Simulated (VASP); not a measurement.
# BaOs2 (P6/mmm) in VASP: a series of runs

The runs below take BaOs2 through single point, with PBE.

All numbers are computed with VASP 6.6.1; they aren't measurements. Logs are shortened: lines on timing, memory, paths and dates and some standing lists are left out, and cuts for length are marked.

## Step 1: The cell of the first run

Symmetry: P6/mmm, No. 191, hexagonal system. Conventional cell: a = 2.924 Å, b = 2.924 Å, c = 8.152 Å, α = 90.00°, β = 90.00°, γ = 120.00°. Ba (site symmetry 6/mmm) has 2 Os at 2.90 Å and 6 Ba at 2.92 Å within 3.8 Å. Os (site symmetry 6mm) has 7 Os at 2.35 to 2.92 Å and 1 Ba at 2.90 Å within 3.1 Å.

## Step 2: Single point, PBE

INCAR reads:

```
PREC = Accurate
ENCUT = 520
EDIFF = 1E-6
ISMEAR = 0
SIGMA = 0.1
LREAL = F
LASPH = T
NELM = 100
ALGO = Normal
ISIF = 2
LWAVE = F
LCHARG = F
GGA = PE
NBANDS = 20
```

KPOINTS reads:

```
regular mesh
0
Gamma
  6 6 4
```

POSCAR reads:

```
BaOs2
1.0
    2.9241940990      0.0000000000      0.0000000000
   -1.4620970495      2.5324263753      0.0000000000
    0.0000000000      0.0000000000      8.1520862634
Ba Os
1 2
Direct
    0.0000000000      0.0000000000      0.5000000000
    0.0000000000      0.0000000000      0.1441140055
    0.0000000000      0.0000000000      0.8558859945
```

Potentials or basis: VASP PAW PBE potentials, release 64 (Ba_sv, Os).

The run is started by

```
> cat potpaw_PBE.64/Ba_sv/POTCAR potpaw_PBE.64/Os/POTCAR > POTCAR
> mpirun -np 1 vasp_std > vasp.out
```

OUTCAR:

```text
PREC = Accurate
   ENCUT = 520
   EDIFF = 1E-6
   ISMEAR = 0
   LREAL = F
   LASPH = T
   NELM = 100
   ISIF = 2
   GGA = PE

 ion  position               nearest neighbor table
   1  0.000  0.000  0.500-   2 2.90   3 2.90
   2  0.000  0.000  0.144-   3 2.35   1 2.90
   3  0.000  0.000  0.856-   2 2.35   1 2.90

  LATTYP: Found a hexagonal cell.
 ALAT       =     2.9241940990
 C/A-ratio  =     2.7878061399

  Lattice vectors:

 A1 = (   2.9241940990,   0.0000000000,   0.0000000000)
 A2 = (  -1.4620970495,   2.5324263753,   0.0000000000)
 A3 = (   0.0000000000,   0.0000000000,   8.1520862634)

Analysis of symmetry for initial positions (statically):
=====================================================================
 Subroutine PRICEL returns:
 Original cell was already a primitive cell.

 Routine SETGRP: Setting up the symmetry group for a
 hexagonal supercell.

 Subroutine GETGRP returns: Found 24 space group operations
 (whereof 24 operations were pure point group operations)
 out of a pool of 24 trial point group operations.

The static configuration has the point symmetry D_6h.

Analysis of symmetry for dynamics (positions and initial velocities):
=====================================================================
 Subroutine PRICEL returns:
 Original cell was already a primitive cell.

 Routine SETGRP: Setting up the symmetry group for a
 hexagonal supercell.

 Subroutine GETGRP returns: Found 24 space group operations
 (whereof 24 operations were pure point group operations)
 out of a pool of 24 trial point group operations.

The dynamic configuration has the point symmetry D_6h.

 Subroutine INISYM returns: Found 24 space group operations
 (whereof 24 operations are pure point group operations),
 and found     1 'primitive' translations

----------------------------------------------------------------------------------------

                                     Primitive cell

  volume of cell :      60.3687

  direct lattice vectors                    reciprocal lattice vectors
     2.924194099  0.000000000  0.000000000     0.341974563  0.197439106  0.000000000
    -1.462097050  2.532426375  0.000000000     0.000000000  0.394878212  0.000000000
     0.000000000  0.000000000  8.152086263     0.000000000  0.000000000  0.122667986

  length of vectors
     2.924194099  2.924194099  8.152086263     0.394878212  0.394878212  0.122667986

  position of ions in fractional coordinates (direct lattice)
     0.000000000  0.000000000  0.500000000
     0.000000000  0.000000000  0.144114006
     0.000000000  0.000000000  0.855885994

  ion indices of the primitive-cell ions
   primitive index   ion index
                 1           1
                 2           2
                 3           3

----------------------------------------------------------------------------------------

 KPOINTS: regular mesh

Automatic generation of k-mesh.
 Grid dimensions read from file:
 generate k-points for:    6    6    4

 Generating k-lattice:

  Cartesian coordinates                     Fractional coordinates (reciprocal lattice)
     0.056995761  0.032906518  0.000000000     0.166666667  0.000000000  0.000000000
     0.000000000  0.065813035  0.000000000     0.000000000  0.166666667  0.000000000
     0.000000000  0.000000000  0.030666996     0.000000000  0.000000000  0.250000000

  Length of vectors
     0.065813035  0.065813035  0.030666996

  Shift w.r.t. Gamma in fractional coordinates (k-lattice)
     0.000000000  0.000000000  0.000000000

 Subroutine IBZKPT returns following result:
 ===========================================

 Found     21 irreducible k-points:

 Following reciprocal coordinates:
            Coordinates               Weight
  0.000000  0.000000  0.000000      1.000000
  0.166667  0.000000  0.000000      6.000000
  0.333333  0.000000  0.000000      6.000000
  0.500000  0.000000  0.000000      3.000000
  0.166667  0.166667  0.000000      6.000000
  0.333333  0.166667  0.000000     12.000000
[... 13 lines left out ...]
  0.333333  0.166667  0.500000     12.000000
  0.333333  0.333333  0.500000      2.000000
   k-points           NKPTS =     21   k-points in BZ     NKDIM =     21   number of bands    NBANDS=     20
   number of dos      NEDOS =    301   number of ions     NIONS =      3
   total plane-waves  NPLWV =  36864
   dimension x,y,z NGX =    24 NGY =   24 NGZ =   64
   dimension x,y,z NGXF=    48 NGYF=   48 NGZF=  128
   ions per type =               1   2
   NGX,Y,Z   is equivalent  to a cutoff of  13.64, 13.64, 13.05 a.u.
   NGXF,Y,Z  is equivalent  to a cutoff of  27.29, 27.29, 26.10 a.u.
 SYSTEM =  unknown system
   PREC   = accura    normal or accurate (medium, high low for compatibility)
   ISTART =      0    job   : 0-new  1-cont  2-samecut
   ICHARG =      2    charge: 1-file 2-atom 10-const
   ISPIN  =      1    spin polarized calculation?
   LNONCOLLINEAR =      F non collinear calculations
   LSORBIT =      F    spin-orbit coupling
   LASPH  =      T    aspherical Exc in radial PAW
   ENCUT  =  520.0 eV  38.22 Ry    6.18 a.u.   5.44  5.44 15.16*2*pi/ulx,y,z
   NELM   =    100;   NELMIN=  2; NELMDL= -5     # of ELM steps
   EDIFF  = 0.1E-05   stopping-criterion for ELM
   LREAL  =      F    real-space projection
   EDIFFG = 0.1E-04   stopping-criterion for IOM
   NSW    =      0    number of steps for IOM
   IBRION =     -1    ionic relax: 0-MD 1-quasi-New 2-CG
   NFREE  =      0    steps in history (QN), initial steepest desc. (CG)
   ISIF   =      2    stress and relaxation
   ISYM   =      2    0-nonsym 1-usesym 2-fastsym
   POTIM  = 0.5000    time-step for ionic-motion
   TEBEG  =    0.0;   TEEND  =   0.0 temperature during run
   PSTRESS=    0.0 pullay stress
   NELECT =      26.0000    total number of electrons
   NUPDOWN=      -1.0000    fix difference up-down
   EMIN   =  10.00;   EMAX   =-10.00  energy-range for DOS
   EFERMI =   0.00;   METHOD = LEGACY
   ISMEAR =     0;   SIGMA  =   0.10  broadening in eV -4-tet -1-fermi 0-gaus
   EFERMI_NEDOS =   21; number of points for ismear=-14 and -15
   IALGO  =     38    algorithm
   IMIX   =      4    mixing-type and parameters
     AMIX     =   0.40;   BMIX     =  1.00
     AMIX_MAG =   1.60;   BMIX_MAG =  1.00
  volume/ion in A,a.u.               =      20.12       135.80
  Fermi-wavevector in a.u.,A,eV,Ry     =   1.236314  2.336294 20.796118  1.528472
  Thomas-Fermi vector in A             =   2.370927
   LORBIT       =      0    0 simple, 1 ext, 2 COOP (PROOUT), +10 PAW based schemes
   GGA     = PE    functional components
   LHFCALC =     F    Hartree Fock is set to
   AEXX    =    0.0000 exact exchange contribution
   IVDW    =     0    specifies the selected vdW correction
   LEPSILON=     F    determine dielectric tensor
   LRPA    =     F    only Hartree local field effects (RPA)
 non-spin polarized calculation
 Gauss-broadening in eV      SIGMA  =   0.10
  energy-cutoff  :      520.00
  volume of cell :       60.37
 maximum number of plane-waves:      1674
 NGX is ok and might be reduce to    24
   NGX = 11   NGY = 11   NGZ = 31

 number of electron      25.9999999 magnetization

 Free energy of the ion-electron system (eV)
  ---------------------------------------------------
  ext. energy  EPLUGINS =         0.00000000
  ---------------------------------------------------
  free energy    TOTEN  =       -19.01779132 eV

  energy without entropy =      -18.99247888  energy(sigma->0) =      -19.00513510

 E-fermi :   6.7417     XC(G=0): -11.9596

 val. band max:        6.7192739189   @ k =   0.3333   0.1667   0.2500
 cond. band min:       6.7726327230   @ k =   0.3333   0.1667   0.5000
 fundamental gap:      0.0533588041
 Fermi energy:         6.7417150142

 k-point     1 :       0.0000    0.0000    0.0000
  band No.  band energies     occupation
      1     -24.2136      2.00000
      2      -9.1520      2.00000
      3      -4.3695      2.00000
      4      -4.3695      2.00000
      5      -1.4571      2.00000
      6       0.9753      2.00000
[... 12 lines left out ...]
     19       9.2522      0.00000
     20       9.2522      0.00000

 k-point     2 :       0.1667    0.0000    0.0000
  band No.  band energies     occupation
      1     -23.7870      2.00000
      2      -8.7702      2.00000
      3      -6.7154      2.00000
      4      -4.9591      2.00000
      5      -0.6243      2.00000
      6       1.7870      2.00000
[... 12 lines left out ...]
     19      10.3709      0.00000
     20      11.1568      0.00000

 k-point     3 :       0.3333    0.0000    0.0000
  band No.  band energies     occupation
      1     -22.7498      2.00000
      2     -10.2948      2.00000
      3      -7.8624      2.00000
      4      -5.9157      2.00000
      5       0.8777      2.00000
      6       2.0223      2.00000
[... 12 lines left out ...]
     19       9.3014      0.00000
     20      13.6087      0.00000

 k-point     4 :       0.5000    0.0000    0.0000
  band No.  band energies     occupation
      1     -22.0790      2.00000
      2     -11.9385      2.00000
      3      -7.2968      2.00000
      4      -6.3200      2.00000
      5       1.2668      2.00000
      6       1.4723      2.00000
[... 12 lines left out ...]
     19      11.4249      0.00000
     20      11.8112      0.00000

 k-point     5 :       0.1667    0.1667    0.0000
  band No.  band energies     occupation
      1     -23.0435      2.00000
      2      -9.0477      2.00000
      3      -8.1156      2.00000
      4      -6.4712      2.00000
      5       0.6794      2.00000
      6       2.2069      2.00000
[... 12 lines left out ...]
     19       9.4664      0.00000
     20      10.1437      0.00000

 k-point     6 :       0.3333    0.1667    0.0000
  band No.  band energies     occupation
      1     -22.1061      2.00000
      2     -11.1770      2.00000
      3      -7.8797      2.00000
      4      -7.3170      2.00000
      5       1.6335      2.00000
      6       1.9771      2.00000
[... 12 lines left out ...]
     19      10.6478      0.00000
     20      11.3972      0.00000

 k-point     7 :       0.3333    0.3333    0.0000
  band No.  band energies     occupation
      1     -21.7514      2.00000
      2     -10.3331      2.00000
      3     -10.3331      2.00000
      4      -7.0231      2.00000
      5       2.2485      2.00000
      6       2.3678      2.00000
[... 12 lines left out ...]
     19      11.5930      0.00000
     20      11.8435      0.00000
[... 208 lines left out ...]
 k-point    17 :       0.3333    0.0000    0.5000
  band No.  band energies     occupation
      1     -22.7491      2.00000
      2     -10.2944      2.00000
      3      -7.9045      2.00000
      4      -5.9152      2.00000
      5       1.1353      2.00000
      6       1.9278      2.00000
[... 12 lines left out ...]
     19      12.5938      0.00000
     20      13.1922      0.00000

 k-point    18 :       0.5000    0.0000    0.5000
  band No.  band energies     occupation
      1     -22.0782      2.00000
      2     -11.9382      2.00000
      3      -7.3409      2.00000
      4      -6.3195      2.00000
      5       1.1003      2.00000
      6       1.4194      2.00000
[... 12 lines left out ...]
     19      11.2838      0.00000
     20      11.7374      0.00000

 k-point    19 :       0.1667    0.1667    0.5000
  band No.  band energies     occupation
      1     -23.0428      2.00000
      2      -9.0472      2.00000
      3      -8.1571      2.00000
      4      -6.4707      2.00000
      5       1.0741      2.00000
      6       2.5462      2.00000
[... 12 lines left out ...]
     19      10.1524      0.00000
     20      11.8263      0.00000

 k-point    20 :       0.3333    0.1667    0.5000
  band No.  band energies     occupation
      1     -22.1053      2.00000
      2     -11.1767      2.00000
      3      -7.8793      2.00000
      4      -7.3605      2.00000
      5       1.4656      2.00000
      6       2.1824      2.00000
[... 12 lines left out ...]
     19      10.1781      0.00000
     20      13.2000      0.00000

 k-point    21 :       0.3333    0.3333    0.5000
  band No.  band energies     occupation
      1     -21.7506      2.00000
      2     -10.3328      2.00000
      3     -10.3328      2.00000
      4      -7.0674      2.00000
      5       2.1953      2.00000
      6       2.1953      2.00000
[... 12 lines left out ...]
     19      11.8119      0.00000
     20      11.8119      0.00000

------------------------ aborting loop because EDIFF is reached ----------------------------------------

  FORCE on cell =-STRESS in cart. coord.  units (eV):
  Direction    XX          YY          ZZ          XY          YZ          ZX
  --------------------------------------------------------------------------------------
  -------------------------------------------------------------------------------------
  Total        1.6241775      1.6241775      0.9912201      0.0000000      0.0000000      0.0000000
  in kB       43.1054607     43.1054607     26.3068537      0.0000000      0.0000000      0.0000000
  external PRESSURE =      37.5059250 kB  Pullay stress =       0.0000000 kB

 VOLUME and BASIS-vectors are now :
 -----------------------------------------------------------------------------
  energy-cutoff  :      520.00
  volume of cell :       60.37
      direct lattice vectors                 reciprocal lattice vectors
     2.924194099  0.000000000  0.000000000     0.341974563  0.197439106  0.000000000
    -1.462097050  2.532426375  0.000000000     0.000000000  0.394878212  0.000000000
     0.000000000  0.000000000  8.152086263     0.000000000  0.000000000  0.122667986

 POSITION                                       TOTAL-FORCE (eV/Angst)
 -----------------------------------------------------------------------------------
      0.00000      0.00000      4.07604        -0.000000     -0.000000     -0.000000
      0.00000      0.00000      1.17483         0.000000      0.000000     -0.314331
      0.00000      0.00000      6.97726        -0.000000     -0.000000      0.314331
 -----------------------------------------------------------------------------------
    total drift:                                0.000000      0.000000     -0.000000

  FREE ENERGIE OF THE ION-ELECTRON SYSTEM (eV)
  ---------------------------------------------------
  free  energy   TOTEN  =       -19.0177913226 eV

  energy  without entropy=      -18.9924788769  energy(sigma->0) =      -19.00513510
```

It took 16 s on 1 thread of Intel Xeon Platinum 8488C (Sapphire Rapids), shared host; peak memory 0.19 GiB.

Results:

```yaml
Free_energy: -19.0178 eV
Pressure: 3.8 GPa
Largest_force: 0.314 eV/Å
Band_gap_on_the_k_mesh: zero (band 13 reaches 7.10 eV, above the bottom of band 14 at 5.18 eV)
```

Forces in eV/Å, atoms in the order of the input:
```
Ba   0.000  0.000  0.000
Os   0.000  0.000 -0.314
Os   0.000  0.000  0.314
```

Stress tensor (GPa, compression positive):
```
4.31 0.00 0.00
0.00 4.31 0.00
0.00 0.00 2.63
```

Levels at points of the mesh, in eV from the Fermi level:
```csv
k point,band 11,band 12,band 13,band 14,band 15,band 16
"(0.00, 0.00, 0.00)",-1.60,-1.51,-1.51,-1.31,0.47,0.52
"(0.50, 0.00, 0.00)",-2.27,-0.05,0.24,0.71,1.42,1.66
"(0.00, 0.00, 0.50)",-1.61,-1.61,-1.57,-1.57,0.63,1.07
"(0.50, 0.00, 0.50)",-2.36,-2.35,-0.57,0.48,1.42,1.78
```

Caveat: the k points lie up to 0.41 Å⁻¹ apart; spin-orbit coupling is left out, which moves the levels of the heavy elements.

## Step 3: Single point, PBE

INCAR reads:

```
SYSTEM = BaOs2
ALGO = Normal
EDIFF = 1E-6
ENCUT = 500
GGA = PE
GGA_COMPAT = .False.
ISIF = 2
ISMEAR = 0
LASPH = .True.
LCHARG = .False.
LREAL = .False.
LWAVE = .False.
NBANDS = 28
NELM = 120
PREC = Accurate
SIGMA = 0.1
```

KPOINTS reads:

```
k-points
0
Gamma
  6 6 4
  0 0 0
```

POSCAR is that of step 2.

Potentials or basis: VASP PAW PBE potentials, release 64 (Ba_sv, Os_sv_GW).

The run is started by

```
> cat potpaw_PBE.64/Ba_sv/POTCAR potpaw_PBE.64/Os_sv_GW/POTCAR > POTCAR
> mpirun -np 1 vasp_std > vasp.out
```

OUTCAR:

```text
SYSTEM = BaOs2
   EDIFF = 1E-6
   ENCUT = 500
   GGA = PE
   ISIF = 2
   ISMEAR = 0
   LASPH = .True.
   LREAL = .False.
   NELM = 120
   PREC = Accurate

 ion  position               nearest neighbor table
   1  0.000  0.000  0.500-   2 2.90   3 2.90
   2  0.000  0.000  0.144-   3 2.35   1 2.90
   3  0.000  0.000  0.856-   2 2.35   1 2.90

  LATTYP: Found a hexagonal cell.
 ALAT       =     2.9241940990
[... 840 lines left out ...]

  FORCE on cell =-STRESS in cart. coord.  units (eV):
  Direction    XX          YY          ZZ          XY          YZ          ZX
  --------------------------------------------------------------------------------------
  -------------------------------------------------------------------------------------
  Total        1.1465485      1.1465485      0.9624252      0.0000000      0.0000000      0.0000000
  in kB       30.4292474     30.4292474     25.5426389      0.0000000      0.0000000      0.0000000
  external PRESSURE =      28.8003779 kB  Pullay stress =       0.0000000 kB

 VOLUME and BASIS-vectors are now :
 -----------------------------------------------------------------------------
  energy-cutoff  :      500.00
  volume of cell :       60.37
      direct lattice vectors                 reciprocal lattice vectors
     2.924194099  0.000000000  0.000000000     0.341974563  0.197439106  0.000000000
    -1.462097050  2.532426375  0.000000000     0.000000000  0.394878212  0.000000000
     0.000000000  0.000000000  8.152086263     0.000000000  0.000000000  0.122667986

 POSITION                                       TOTAL-FORCE (eV/Angst)
 -----------------------------------------------------------------------------------
      0.00000      0.00000      4.07604        -0.000000      0.000000      0.000000
      0.00000      0.00000      1.17483        -0.000000     -0.000000     -0.141434
      0.00000      0.00000      6.97726         0.000000      0.000000      0.141434
 -----------------------------------------------------------------------------------
    total drift:                                0.000000      0.000000     -0.000000

  FREE ENERGIE OF THE ION-ELECTRON SYSTEM (eV)
  ---------------------------------------------------
  free  energy   TOTEN  =       -21.1859790235 eV

  energy  without entropy=      -21.1609474857  energy(sigma->0) =      -21.17346325
```

OSZICAR:

```text
N       E                     dE             d eps       ncg     rms          rms(c)
DAV:   1     0.364161831759E+03    0.36416E+03   -0.26980E+04  1272   0.145E+03
DAV:   2    -0.160089750196E+02   -0.38017E+03   -0.37178E+03  1504   0.411E+02
DAV:   3    -0.341880930014E+02   -0.18179E+02   -0.17708E+02  1620   0.805E+01
DAV:   4    -0.345306574610E+02   -0.34256E+00   -0.33646E+00  1480   0.937E+00
[... 11 lines left out ...]
DAV:  16    -0.211859943374E+02   -0.25027E-05   -0.23855E-04  1152   0.383E-02    0.337E-02
DAV:  17    -0.211859811049E+02    0.13232E-04   -0.27468E-05  1188   0.164E-02    0.121E-02
DAV:  18    -0.211859800945E+02    0.10104E-05   -0.16968E-06   924   0.461E-03    0.653E-03
DAV:  19    -0.211859790071E+02    0.10873E-05   -0.56419E-06  1076   0.518E-03    0.185E-03
DAV:  20    -0.211859790235E+02   -0.16360E-07   -0.13346E-07   676   0.159E-03
   1 F= -.21185979E+02 E0= -.21173463E+02  d E =-.250315E-01
```

Wall time 23 s (1 thread of Intel Xeon 6975P-C (Granite Rapids), shared host); peak memory 0.19 GiB.

Results:

- Free energy: -21.1860 eV
- Pressure: 2.9 GPa
- Largest force: 0.141 eV/Å
- Band gap on the k mesh: zero (band 21 reaches 9.16 eV, above the bottom of band 22 at 7.24 eV)

Forces on the atoms (eV/Å):
```
Ba   0.000  0.000  0.000
Os   0.000  0.000 -0.141
Os   0.000  0.000  0.141
```

Levels at points of the mesh, in eV from the Fermi level:
```
           k point  band 18  band 19  band 20  band 21  band 22  band 23  band 24  band 25
(0.00, 0.00, 0.00)    -1.60    -1.60    -1.49    -1.49    -1.31     0.49     0.52     0.98
(0.50, 0.00, 0.00)    -2.60    -2.25    -0.07     0.26     0.72     1.43     1.69     1.80
(0.00, 0.00, 0.50)    -2.26    -1.61    -1.61    -1.55    -1.55     0.63     1.10     1.10
(0.50, 0.00, 0.50)    -2.52    -2.36    -2.34    -0.56     0.50     1.43     1.80     2.33
```

Caveat: the k points lie up to 0.41 Å⁻¹ apart; spin-orbit coupling is left out, which moves the levels of the heavy elements.

[end of part 1 of 2]
